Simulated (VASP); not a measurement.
# BN: phonons with PBE+D3(BJ)

The system is BN.

```
CELL_PARAMETERS angstrom
0.00000 2.67585 2.12682
1.23859 0.00000 2.12682
1.23859 2.67585 0.00000
ATOMIC_POSITIONS crystal
B 0.00055 0.00055 0.99945
N 0.66615 0.66615 0.33385
```

```json
{
 "Program": "VASP 6.6.1",
 "Task": "phonons",
 "Functional": "PBE",
 "Dispersion": "D3(BJ)",
 "Potentials or basis": "VASP PAW PBE potentials, release 64 (B, N)",
 "Cutoff": "520 eV",
 "k mesh": "12 × 12 × 12",
 "Occupations": "gaussian, width 0.01 eV",
 "Spin": "no spin polarisation",
 "Dipole correction": "no",
 "Further INCAR settings": "ALGO = Normal; EDIFF = 1e-08; IBRION = 6; POTIM = 0.015; NSW = 1"
}
```

| Property | Result |
| --- | --- |
| Highest phonon frequency at Γ, LO-TO splitting left out | 1440 cm⁻¹ |
| Dispersion energy per atom | -0.186 eV |

Phonon frequencies in cm⁻¹ (negative: imaginary):
| q point | frequencies |
| --- | --- |
| (0.000, 0.000, 0.000) | 0 0 0 669 1439 1440 |

It took 7.7 min on 1 thread of Intel Xeon 8259CL, with other jobs on the host, peak memory 0.25 GiB.

Caveat: the cell stands under pressure or tension, which shifts response properties.
